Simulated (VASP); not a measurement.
# Ir (P6_3/mmc) in VASP: further runs

The runs below take Ir through single point, with LDA.

Everything below comes from runs of VASP 6.6.1. Logs are shortened: lines on timing, memory, paths and dates and some standing lists are left out, and cuts for length are marked.

**1. The cell of the first run**

It takes space group P6_3/mmc (No. 194, hexagonal). Conventional cell: a = 2.758 Å, b = 2.758 Å, c = 4.472 Å, α = 90.00°, β = 90.00°, γ = 120.00°. Ir (site symmetry -6m2) has 12 Ir at 2.75 to 2.76 Å within 3.6 Å.

This isn't the form of Ir at room conditions, which is fcc.

**2. Single point, LDA, collinear spin (14.73 Å³/atom)**

The input, INCAR:

```
SYSTEM = Ir
PREC = Accurate
ENCUT = 560
EDIFF = 1E-6
ISMEAR = 0
SIGMA = 0.15
LREAL = .FALSE.
LASPH = .TRUE.
NELM = 200
ALGO = Normal
ISIF = 2
LWAVE = .FALSE.
LCHARG = .FALSE.
ISPIN = 2
MAGMOM = 0.1 0.1
LORBIT = 11
NUPDOWN = 0.2
LMAXMIX = 4
NBANDS = 28
GGA_COMPAT = .FALSE.
```

The input, KPOINTS:

```
Automatic mesh
0
G
  21 21 12
  0 0 0
```

The input, POSCAR:

```
Ir
1.0
    2.7583201541      0.0000000000      0.0000000000
   -1.3791600771      2.3887753253      0.0000000000
    0.0000000000      0.0000000000      4.4722974870
Ir
2
Direct
    0.6666666667      0.3333333333      0.7500000000
    0.3333333333      0.6666666667      0.2500000000
```

Potentials or basis: VASP PAW LDA potentials, release 64 (Ir_sv_GW).

The run is started by

```bash
$ cat potpaw_LDA.64/Ir_sv_GW/POTCAR > POTCAR
$ mpirun -np 1 vasp_std > vasp.out
```

OUTCAR:

```text
SYSTEM = Ir
   PREC = Accurate
   ENCUT = 560
   EDIFF = 1E-6
   ISMEAR = 0
   LREAL = .FALSE.
   LASPH = .TRUE.
   NELM = 200
   ISIF = 2
   ISPIN = 2
   LORBIT = 11
   NUPDOWN = 0.2

 ion  position               nearest neighbor table
   1  0.667  0.333  0.750-   2 2.75   2 2.75   2 2.75   2 2.75   2 2.75   2 2.75
   2  0.333  0.667  0.250-   1 2.75   1 2.75   1 2.75   1 2.75   1 2.75   1 2.75

  LATTYP: Found a hexagonal cell.
 ALAT       =     2.7583201541
 C/A-ratio  =     1.6213844794

  Lattice vectors:

 A1 = (   2.7583201541,   0.0000000000,   0.0000000000)
 A2 = (  -1.3791600771,   2.3887753253,   0.0000000000)
 A3 = (   0.0000000000,   0.0000000000,   4.4722974870)

Analysis of symmetry for initial positions (statically):
=====================================================================
 Subroutine PRICEL returns:
 Original cell was already a primitive cell.

 Routine SETGRP: Setting up the symmetry group for a
 hexagonal supercell.

 Subroutine GETGRP returns: Found 24 space group operations
 (whereof 12 operations were pure point group operations)
 out of a pool of 24 trial point group operations.

The static configuration has the point symmetry D_3d.
 The point group associated with its full space group is D_6h.

Analysis of symmetry for dynamics (positions and initial velocities):
=====================================================================
 Subroutine PRICEL returns:
 Original cell was already a primitive cell.

 Routine SETGRP: Setting up the symmetry group for a
 hexagonal supercell.

 Subroutine GETGRP returns: Found 24 space group operations
 (whereof 12 operations were pure point group operations)
 out of a pool of 24 trial point group operations.

The dynamic configuration has the point symmetry D_3d.
 The point group associated with its full space group is D_6h.

Analysis of structural, dynamic, and magnetic symmetry:
=====================================================================
 Subroutine PRICEL returns:
 Original cell was already a primitive cell.

 Routine SETGRP: Setting up the symmetry group for a
 hexagonal supercell.

 Subroutine GETGRP returns: Found 24 space group operations
 (whereof 12 operations were pure point group operations)
 out of a pool of 24 trial point group operations.

The overall configuration has the point symmetry D_3d.
 The point group associated with its full space group is D_6h.

 Subroutine INISYM returns: Found 24 space group operations
 (whereof 12 operations are pure point group operations),
 and found     1 'primitive' translations

----------------------------------------------------------------------------------------

                                     Primitive cell

  volume of cell :      29.4680

  direct lattice vectors                    reciprocal lattice vectors
     2.758320154  0.000000000  0.000000000     0.362539497  0.209312276  0.000000000
    -1.379160077  2.388775325  0.000000000     0.000000000  0.418624552  0.000000000
     0.000000000  0.000000000  4.472297487     0.000000000  0.000000000  0.223598721

  length of vectors
     2.758320154  2.758320154  4.472297487     0.418624552  0.418624552  0.223598721

  position of ions in fractional coordinates (direct lattice)
     0.666666667  0.333333333  0.750000000
     0.333333333  0.666666667  0.250000000

  ion indices of the primitive-cell ions
   primitive index   ion index
                 1           1
                 2           2

----------------------------------------------------------------------------------------

 KPOINTS: Automatic mesh

Automatic generation of k-mesh.
 Grid dimensions read from file:
 generate k-points for:   21   21   12

 Generating k-lattice:

  Cartesian coordinates                     Fractional coordinates (reciprocal lattice)
     0.017263786  0.009967251  0.000000000     0.047619048 -0.000000000  0.000000000
     0.000000000  0.019934502  0.000000000     0.000000000  0.047619048  0.000000000
     0.000000000  0.000000000  0.018633227     0.000000000  0.000000000  0.083333333

  Length of vectors
     0.019934502  0.019934502  0.018633227

  Shift w.r.t. Gamma in fractional coordinates (k-lattice)
     0.000000000  0.000000000  0.000000000

 Subroutine IBZKPT returns following result:
 ===========================================

 Found    336 irreducible k-points:

 Following reciprocal coordinates:
            Coordinates               Weight
  0.000000  0.000000  0.000000      1.000000
  0.047619  0.000000  0.000000      6.000000
  0.095238  0.000000  0.000000      6.000000
  0.142857  0.000000  0.000000      6.000000
  0.190476  0.000000  0.000000      6.000000
  0.238095  0.000000  0.000000      6.000000
[... 16 lines left out ...]
  0.142857  0.095238  0.000000     12.000000
  0.190476  0.095238  0.000000     12.000000
 [... further k-points ...]
   k-points           NKPTS =    336   k-points in BZ     NKDIM =    336   number of bands    NBANDS=     28
   number of dos      NEDOS =    301   number of ions     NIONS =      2
   total plane-waves  NPLWV =  20736
   dimension x,y,z NGX =    24 NGY =   24 NGZ =   36
   dimension x,y,z NGXF=    48 NGYF=   48 NGZF=   72
   ions per type =               2
   NGX,Y,Z   is equivalent  to a cutoff of  14.46, 14.46, 13.38 a.u.
   NGXF,Y,Z  is equivalent  to a cutoff of  28.93, 28.93, 26.76 a.u.
 SYSTEM =  Ir
   PREC   = accura    normal or accurate (medium, high low for compatibility)
   ISTART =      0    job   : 0-new  1-cont  2-samecut
   ICHARG =      2    charge: 1-file 2-atom 10-const
   ISPIN  =      2    spin polarized calculation?
   LNONCOLLINEAR =      F non collinear calculations
   LSORBIT =      F    spin-orbit coupling
   LASPH  =      T    aspherical Exc in radial PAW
   ENCUT  =  560.0 eV  41.16 Ry    6.42 a.u.   5.32  5.32  8.63*2*pi/ulx,y,z
   NELM   =    200;   NELMIN=  2; NELMDL= -5     # of ELM steps
   EDIFF  = 0.1E-05   stopping-criterion for ELM
   LREAL  =      F    real-space projection
   EDIFFG = 0.1E-04   stopping-criterion for IOM
   NSW    =      0    number of steps for IOM
   IBRION =     -1    ionic relax: 0-MD 1-quasi-New 2-CG
   NFREE  =      0    steps in history (QN), initial steepest desc. (CG)
   ISIF   =      2    stress and relaxation
   ISYM   =      2    0-nonsym 1-usesym 2-fastsym
   POTIM  = 0.5000    time-step for ionic-motion
   TEBEG  =    0.0;   TEEND  =   0.0 temperature during run
   PSTRESS=    0.0 pullay stress
   NELECT =      34.0000    total number of electrons
   NUPDOWN=       0.2000    fix difference up-down
   EMIN   =  10.00;   EMAX   =-10.00  energy-range for DOS
   EFERMI =   0.00;   METHOD = LEGACY
   ISMEAR =     0;   SIGMA  =   0.15  broadening in eV -4-tet -1-fermi 0-gaus
   EFERMI_NEDOS =   21; number of points for ismear=-14 and -15
   IALGO  =     38    algorithm
   IMIX   =      4    mixing-type and parameters
     AMIX     =   0.40;   BMIX     =  1.00
     AMIX_MAG =   1.60;   BMIX_MAG =  1.00
  volume/ion in A,a.u.               =      14.73        99.43
  Fermi-wavevector in a.u.,A,eV,Ry     =   1.717055  3.244764 40.113764  2.948278
  Thomas-Fermi vector in A             =   2.794126
   LORBIT       =     11    0 simple, 1 ext, 2 COOP (PROOUT), +10 PAW based schemes
   GGA     = CA    functional components
   LHFCALC =     F    Hartree Fock is set to
   AEXX    =    0.0000 exact exchange contribution
   IVDW    =     0    specifies the selected vdW correction
   LEPSILON=     F    determine dielectric tensor
   LRPA    =     F    only Hartree local field effects (RPA)
 spin polarized calculation
 Gauss-broadening in eV      SIGMA  =   0.15
  energy-cutoff  :      560.00
  volume of cell :       29.47
 maximum number of plane-waves:       905
 NGX is ok and might be reduce to    24
   NGX = 11   NGY = 11   NGZ = 17

 number of electron      34.0000000 magnetization       0.2000000

 Free energy of the ion-electron system (eV)
  ---------------------------------------------------
  ext. energy  EPLUGINS =         0.00000000
  ---------------------------------------------------
  free energy    TOTEN  =       -21.56408776 eV

  energy without entropy =      -21.53655067  energy(sigma->0) =      -21.55031922

 E-fermi :  11.9394     XC(G=0): -14.5252

 val. band max:       12.0465365692   @ k =   0.0952   0.0000   0.4167
 cond. band min:      11.9404269827   @ k =   0.3810   0.1905   0.0833
 fundamental gap:     -0.1061095865
 Fermi energy:        12.0470866698

 spin component 1

 k-point     1 :       0.0000    0.0000    0.0000
  band No.  band energies     occupation
      1     -80.5529      1.00000
      2     -80.4954      1.00000
      3     -37.9713      1.00000
      4     -37.3586      1.00000
      5     -37.3586      1.00000
      6     -37.2684      1.00000
[... 20 lines left out ...]
     27      33.5996      0.00000
     28      33.5996      0.00000

 k-point     2 :       0.0476    0.0000    0.0000
  band No.  band energies     occupation
      1     -80.5521      1.00000
      2     -80.4956      1.00000
      3     -37.9665      1.00000
      4     -37.3709      1.00000
      5     -37.3631      1.00000
      6     -37.2710      1.00000
[... 20 lines left out ...]
     27      32.6215      0.00000
     28      33.7004      0.00000

 k-point     3 :       0.0952    0.0000    0.0000
  band No.  band energies     occupation
      1     -80.5486      1.00000
      2     -80.4939      1.00000
      3     -37.9517      1.00000
      4     -37.4041      1.00000
      5     -37.3739      1.00000
      6     -37.3031      1.00000
[... 616 lines left out ...]
      3     -37.8837      1.00000
      4     -37.5330      1.00000
      5     -37.4807      1.00000
      6     -37.3942      1.00000
[... 20 lines left out ...]
     27      31.4912      0.00000
     28      35.0188      0.00000

 k-point    24 :       0.1905    0.0952    0.0000
  band No.  band energies     occupation
      1     -80.5278      1.00000
      2     -80.4847      1.00000
      3     -37.8469      1.00000
      4     -37.6001      1.00000
      5     -37.5399      1.00000
      6     -37.4274      1.00000
[... 20 lines left out ...]
     27      32.1224      0.00000
     28      34.0388      0.00000

 [... further k-points ...]

 spin component 2

 k-point     1 :       0.0000    0.0000    0.0000
  band No.  band energies     occupation
      1     -80.5044      1.00000
      2     -80.4469      1.00000
      3     -37.9126      1.00000
      4     -37.3019      1.00000
      5     -37.3019      1.00000
      6     -37.2091      1.00000
[... 20 lines left out ...]
     27      33.6279      0.00000
     28      33.6279      0.00000

 k-point     2 :       0.0476    0.0000    0.0000
  band No.  band energies     occupation
      1     -80.5037      1.00000
      2     -80.4471      1.00000
      3     -37.9078      1.00000
      4     -37.3143      1.00000
      5     -37.3065      1.00000
      6     -37.2121      1.00000
[... 20 lines left out ...]
     27      32.6466      0.00000
     28      33.7288      0.00000

 k-point     3 :       0.0952    0.0000    0.0000
  band No.  band energies     occupation
      1     -80.5002      1.00000
      2     -80.4455      1.00000
      3     -37.8930      1.00000
      4     -37.3475      1.00000
      5     -37.3173      1.00000
      6     -37.2465      1.00000
[... 616 lines left out ...]
      3     -37.8249      1.00000
      4     -37.4766      1.00000
      5     -37.4242      1.00000
      6     -37.3377      1.00000
[... 20 lines left out ...]
     27      31.5187      0.00000
     28      35.0504      0.00000

 k-point    24 :       0.1905    0.0952    0.0000
  band No.  band energies     occupation
      1     -80.4793      1.00000
      2     -80.4362      1.00000
      3     -37.7880      1.00000
      4     -37.5437      1.00000
      5     -37.4834      1.00000
      6     -37.3709      1.00000
[... 20 lines left out ...]
     27      32.1516      0.00000
     28      34.0720      0.00000

 [... further k-points ...]

------------------------ aborting loop because EDIFF is reached ----------------------------------------

  FORCE on cell =-STRESS in cart. coord.  units (eV):
  Direction    XX          YY          ZZ          XY          YZ          ZX
  --------------------------------------------------------------------------------------
  -------------------------------------------------------------------------------------
  Total       -3.7609224     -3.7609224     -3.8091243      0.0000000     -0.0000000      0.0000000
  in kB     -204.4816258   -204.4816258   -207.1023676      0.0000000     -0.0000000      0.0000000
  external PRESSURE =    -205.3552064 kB  Pullay stress =       0.0000000 kB

 VOLUME and BASIS-vectors are now :
 -----------------------------------------------------------------------------
  energy-cutoff  :      560.00
  volume of cell :       29.47
      direct lattice vectors                 reciprocal lattice vectors
     2.758320154  0.000000000  0.000000000     0.362539497  0.209312276  0.000000000
    -1.379160077  2.388775325  0.000000000     0.000000000  0.418624552  0.000000000
     0.000000000  0.000000000  4.472297487     0.000000000  0.000000000  0.223598721

 POSITION                                       TOTAL-FORCE (eV/Angst)
 -----------------------------------------------------------------------------------
      1.37916      0.79626      3.35422         0.000000      0.000000      0.000000
     -0.00000      1.59252      1.11807        -0.000000      0.000000      0.000000
 -----------------------------------------------------------------------------------
    total drift:                               -0.000000      0.000000     -0.000000

  FREE ENERGIE OF THE ION-ELECTRON SYSTEM (eV)
  ---------------------------------------------------
  free  energy   TOTEN  =       -21.5640877649 eV

  energy  without entropy=      -21.5365506696  energy(sigma->0) =      -21.55031922

 total charge

# of ion       s       p       d       f       tot
--------------------------------------------------
    1        3.805   6.101   6.283   0.022  16.210
    2        3.805   6.101   6.283   0.022  16.210
--------------------------------------------------
tot          7.609  12.202  12.566   0.043  32.420

 magnetization (x)

# of ion       s       p       d       f       tot
--------------------------------------------------
    1        0.004   0.001   0.094   0.000   0.099
    2        0.004   0.001   0.094   0.000   0.099
--------------------------------------------------
tot          0.007   0.001   0.188   0.001   0.197
```

Run time: 3.1 min. Hardware: 1 thread of Intel Xeon 6975P-C (Granite Rapids), shared host; peak memory 0.49 GiB.

Results:

```yaml
Free_energy: -21.5641 eV
Pressure: -20.5 GPa
Net_moment: 0.20 μB per cell
Site_moments: Ir +0.10 μB
Valence_electrons_inside_the_program's_atomic_spheres: Ir 16.21
```

Caveat: the cell stands under tension; spin-orbit coupling is left out, which moves the levels of the heavy elements; the total moment is fixed, so each spin has its own Fermi level and the state may be an excited one.

**3. Single point, LDA, collinear spin (13.90 Å³/atom)**

This run uses another cell than the first one, of 13.90 Å³/atom.

The input, INCAR:

```
SYSTEM = Ir
ALGO = Normal ; EDIFF = 1E-6
ENCUT = 560 ; GGA = CA
GGA_COMPAT = .FALSE. ; ISIF = 2
ISMEAR = 0 ; ISPIN = 2
LASPH = .TRUE. ; LCHARG = .TRUE.
LELF = .TRUE. ; LMAXMIX = 4
LORBIT = 11 ; LREAL = .FALSE.
LVHAR = .TRUE. ; LWAVE = .FALSE.
MAGMOM = 0.2 0.2 ; NBANDS = 28
NELM = 200 ; NUPDOWN = 0.4
PREC = Accurate ; SIGMA = 0.15
```

The input, KPOINTS:

```
k-points
0
G
  21 21 12
  0 0 0
```

The input, POSCAR:

```
Ir
1.0
    2.7052421934      0.0000000000      0.0000000000
   -1.3526210967      2.3428084629      0.0000000000
    0.0000000000      0.0000000000      4.3862377053
Ir
2
Direct
    0.6666666667      0.3333333333      0.7500000000
    0.3333333333      0.6666666667      0.2500000000
```

Potentials or basis: VASP PAW LDA potentials, release 64 (Ir_sv_GW).

The run is started by

```bash
$ cat potpaw_LDA.64/Ir_sv_GW/POTCAR > POTCAR
$ mpirun -np 1 vasp_std > vasp.out
```

Wall time 3.5 min (1 thread of Intel Xeon 6975P-C (Granite Rapids), shared host); peak memory 0.47 GiB.

The run converged. Its results:

```
Free energy                                           : -21.6414 eV
Pressure                                              : 0.1 GPa
Net moment                                            : 0.40 μB per cell
Site moments                                          : Ir +0.20 μB
Valence electrons inside the program's atomic spheres : Ir 16.36
```

Stress tensor (GPa, compression positive):
```
0.09 0.00 0.00
0.00 0.09 0.00
0.00 0.00 0.00
```

Caveat: spin-orbit coupling is left out, which moves the levels of the heavy elements; the total moment is fixed, so each spin has its own Fermi level and the state may be an excited one.

**4. Single point, LDA, collinear spin (12.23 Å³/atom)**

This run uses another cell than the first one, of 12.23 Å³/atom.

The input, INCAR:

```
ALGO = Normal
EDIFF = 1E-6
ENCUT = 520
GGA = CA
ISIF = 2
ISMEAR = 0
ISPIN = 2
LASPH = T
LCHARG = F
LMAXMIX = 4
LORBIT = 11
LREAL = F
LWAVE = F
MAGMOM = 0.1 0.1
NBANDS = 20
NELM = 150
NUPDOWN = 0.2
PREC = Accurate
SIGMA = 0.15
```

The input, KPOINTS:

```
k-points
0
Gamma
  21 21 12
```

The input, POSCAR:

```
Ir
1.0
    2.5924095241      0.0000000000      0.0000000000
   -1.2962047621      2.2450925049      0.0000000000
    0.0000000000      0.0000000000      4.2032925665
Ir
2
Direct
    0.6666666667      0.3333333333      0.7500000000
    0.3333333333      0.6666666667      0.2500000000
```

Potentials or basis: VASP PAW LDA potentials, release 64 (Ir).

The run is started by

```bash
$ cat potpaw_LDA.64/Ir/POTCAR > POTCAR
$ mpirun -np 1 vasp_std > vasp.out
```

Run time: 94 s. Hardware: 1 thread of AMD EPYC 9R45 (Zen 5), shared host; peak memory 0.28 GiB.

It converged, with:

```yaml
Free_energy: -19.7750 eV
Pressure: 75.4 GPa
Net_moment: 0.20 μB per cell
Site_moments: Ir +0.10 μB
Valence_electrons_inside_the_program's_atomic_spheres: Ir 9.01
```

Stress tensor (GPa, compression positive):
```
74.62  0.00  0.00
 0.00 74.62  0.00
 0.00  0.00 76.96
```

Caveat: the cell stands under pressure; spin-orbit coupling is left out, which moves the levels of the heavy elements; the total moment is fixed, so each spin has its own Fermi level and the state may be an excited one.

(Part 1 of 2 ends here.)
